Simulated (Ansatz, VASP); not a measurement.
# One calculation of GaN, two programs

```
CELL_PARAMETERS angstrom
0.00000 2.27424 2.27424
2.27424 0.00000 2.27424
2.27424 2.27424 0.00000
ATOMIC_POSITIONS crystal
Ga 0.00000 0.00000 0.00000
N 0.75000 0.75000 0.75000
```

Alike in both runs: task single point; functional PBE; k mesh 10 × 10 × 10; occupations gaussian, width 0.05 eV; no spin polarisation.

```csv
,VASP,Ansatz
version,VASP 6.6.1,Ansatz 0.2.0
potentials or method,"VASP PAW PBE potentials, release 64 (Ga_d, N), cutoff 520 eV","scalar-relativistic, plane waves, PAW"
valence electrons in the cell,18,18
```

VASP gave:

- gap on the k mesh at the Fermi level (eV): 1.55
- least direct gap on the mesh (eV): 1.55
- pressure (GPa): 0.1

Task: Estimate Ansatz's values.

Result: gap on the k mesh at the Fermi level (eV): 1.54; least direct gap on the mesh (eV): 1.54; pressure (GPa): 0.0.

With one functional, cell and mesh, what is left measures potentials, basis and numerics.
